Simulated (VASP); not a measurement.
Zn2B:

```
CELL_PARAMETERS angstrom
0.00000 2.74547 2.74547
2.74547 0.00000 2.74547
2.74547 2.74547 0.00000
ATOMIC_POSITIONS crystal
Zn 0.25000 0.25000 0.25000
Zn 0.75000 0.75000 0.75000
B 0.50000 0.50000 0.50000
```

The cell was built from a structure type or drawn by symmetry, and may not be a known phase.

- Program: VASP 6.6.1
- Task: relaxation of cell and atoms
- Functional: PBE
- Potentials or basis: VASP PAW PBE potentials, release 64 (Zn, B)
- Cutoff: 600 eV
- k mesh: 6 × 6 × 6
- Occupations: gaussian, width 0.1 eV
- Spin: no spin polarisation

At the start: pressure -9.5 GPa; volume 13.80 Å³/atom.

Task: How do energy, volume and symmetry change on relaxing?

Result: Over 3 steps the energy falls by 47.2 meV/atom and the volume is 12.37 Å³/atom (-10.3 %); space group Fm-3m (No. 225, to 0.1 Å) before and after.

The path:
| step | energy change (eV) | largest force (eV/Å) | pressure (GPa) | volume (Å³) |
| --- | --- | --- | --- | --- |
| 1 | 0.0000 | 0.0000 | -9.47 | 41.39 |
| 2 | -0.1397 | 0.0000 | 1.43 | 36.69 |
| 3 | -0.1415 | 0.0000 | 0.02 | 37.12 |

Final structure:
```
CELL_PARAMETERS angstrom
0.00000 2.64771 2.64771
2.64771 0.00000 2.64771
2.64771 2.64771 0.00000
ATOMIC_POSITIONS crystal
Zn 0.25000 0.25000 0.25000
Zn 0.75000 0.75000 0.75000
B 0.50000 0.50000 0.50000
```
